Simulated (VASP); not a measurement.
Here is a VASP 6.6.1 calculation.

Contents of INCAR:

```
SYSTEM = CdTe
ALGO = Normal
EDIFF = 1E-6
EDIFFG = -0.04
ENCUT = 600
GGA = PE
IBRION = 2
ISIF = 3
ISMEAR = 0
LASPH = .True.
LCHARG = .False.
LREAL = .False.
LWAVE = .False.
NELM = 60
NSW = 90
PREC = Accurate
SIGMA = 0.1
```

KPOINTS

```
k-points
0
Gamma
  4 4 2
  0 0 0
```

Contents of POSCAR:

```
CdTe
1.0
    5.0999779800      0.0000000000      0.0000000000
    0.0000000000      5.0999779800      0.0000000000
    0.0000000000      0.0000000000     10.1719465800
Cd Te
4 4
Direct
    0.1113820100      0.5000000000      0.2500000000
    0.5000000000      0.8886179900      0.5000000000
    0.5000000000      0.1113820100      0.0000000000
    0.8886179900      0.5000000000      0.7500000000
    0.0000000000      0.6113820100      0.5000000000
    0.3886179900      0.0000000000      0.2500000000
    0.6113820100      0.0000000000      0.7500000000
    0.0000000000      0.3886179900      0.0000000000
```

Potentials or basis: VASP PAW PBE potentials, release 64 (Cd, Te).

Run with:

```bash
$ cat potpaw_PBE.64/Cd/POTCAR potpaw_PBE.64/Te/POTCAR > POTCAR
$ mpirun -np 1 vasp_std > vasp.out
```

Task: Predict the relaxed volume.

Result: 33.60 Å³/atom.

Task: Estimate the space group after relaxing (to 0.1 Å).

Result: P4_322 (No. 95).

Step by step:
| step | energy change (eV) | largest force (eV/Å) | pressure (GPa) | volume (Å³) |
| --- | --- | --- | --- | --- |
| 1 | 0.0000 | 0.2471 | 6.30 | 264.57 |
| 2 | -0.7183 | 0.1519 | -2.23 | 316.60 |
| 3 | -0.8871 | 0.1213 | -0.26 | 297.25 |
| 4 | -0.8872 | 0.1216 | -0.34 | 297.96 |
| 5 | -0.9026 | 0.0772 | -0.18 | 295.16 |
| 6 | -0.9103 | 0.1457 | 0.08 | 291.65 |
| 7 | -0.9158 | 0.1445 | -0.02 | 291.86 |
| 8 | -0.9257 | 0.1384 | -0.34 | 292.46 |
| 9 | -0.9186 | 0.1203 | -0.89 | 293.53 |
| 10 | -0.9270 | 0.1345 | -0.50 | 292.77 |
| 11 | -0.9289 | 0.1342 | -0.50 | 292.46 |
| 12 | -0.9345 | 0.1334 | -0.47 | 291.52 |
| 13 | -0.9449 | 0.1325 | -0.41 | 289.64 |
| 14 | -0.9625 | 0.1350 | -0.31 | 285.88 |
| 15 | -0.9835 | 0.1499 | -0.03 | 278.36 |
| 16 | -0.9597 | 0.2467 | 0.69 | 263.35 |
| 17 | -0.9836 | 0.1752 | 0.19 | 273.84 |
| 18 | -1.0081 | 0.0882 | 0.05 | 272.19 |
| 19 | -1.0186 | 0.0445 | -0.10 | 270.13 |
| 20 | -1.0193 | 0.0335 | 0.03 | 268.77 |
